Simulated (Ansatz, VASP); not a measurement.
One calculation of ZnSe, two programs

The input POSCAR:

```
ZnSe
1.0
    0.0000000000      2.8324206805      2.8324206805
    2.8324206805      0.0000000000      2.8324206805
    2.8324206805      2.8324206805      0.0000000000
Zn Se
1 1
Direct
    0.0000000000      0.0000000000      0.0000000000
    0.2500000000      0.2500000000      0.2500000000
```

INCAR.step1

```
PREC = Accurate
ENCUT = 520
ISMEAR = 0
SIGMA = 0.01
LREAL = False
LASPH = True
NELM = 60
NBANDS = 16
GGA = PE
ALGO = Normal
EDIFF = 1E-4
LWAVE = True
LCHARG = False
```

Contents of INCAR.step2:

```
PREC = Accurate
ENCUT = 520
EDIFF = 1E-6
ISMEAR = 0
SIGMA = 0.01
LREAL = False
LASPH = True
NELM = 60
ALGO = Normal
ISIF = 2
LWAVE = False
LCHARG = False
METAGGA = R2SCAN
LMIXTAU = True
NBANDS = 16
ISTART = 1
```

KPOINTS

```
regular mesh
0
Gamma
  4 4 4
```

Input for Ansatz:

```yaml
crystal:
  lattice:
    - [0.0, 2.8324206805, 2.8324206805]
    - [2.8324206805, 0.0, 2.8324206805]
    - [2.8324206805, 2.8324206805, 0.0]
  atoms:
    - { symbol: Zn, position: [0.0, 0.0, 0.0] }
    - { symbol: Se, position: [0.25, 0.25, 0.25] }
kpoints:
  mp_grid: { grid: [4, 4, 4] }
hamiltonian:
  xc: r2scan
scf:
  occupations: { method: fixed }
  n_extra_bands: 4
output:
  forces: true
  stress: true
  eigenvalues: true
```

Alike in both runs: task single point; functional r2SCAN; k mesh 4 × 4 × 4; no spin polarisation.

|  | VASP | Ansatz |
| --- | --- | --- |
| version | VASP 6.6.1 | Ansatz 0.2.0 |
| potentials or method | VASP PAW PBE potentials, release 64 (Zn, Se) | plane waves |
| plane-wave cutoff (eV) | 520 | 500 |
| occupations | gaussian, width 0.01 eV | fixed |
| valence electrons in the cell | 18 | 28 |

Ansatz gave:

| Item | Value |
| --- | --- |
| gap on the k mesh at the Fermi level (eV) | 1.86 |
| pressure (GPa) | 0.3 |

Q: Which values does VASP return?

A: gap on the k mesh at the Fermi level (eV): 1.86; pressure (GPa): 0.4.

VASP's potentials were made for PBE, not for r2SCAN. VASP's potentials hold 18 valence electrons a cell and Ansatz's 28, so a difference there can come from the potentials and not from the codes.

The k mesh is coarse, so the values compare programs but aren't converged.
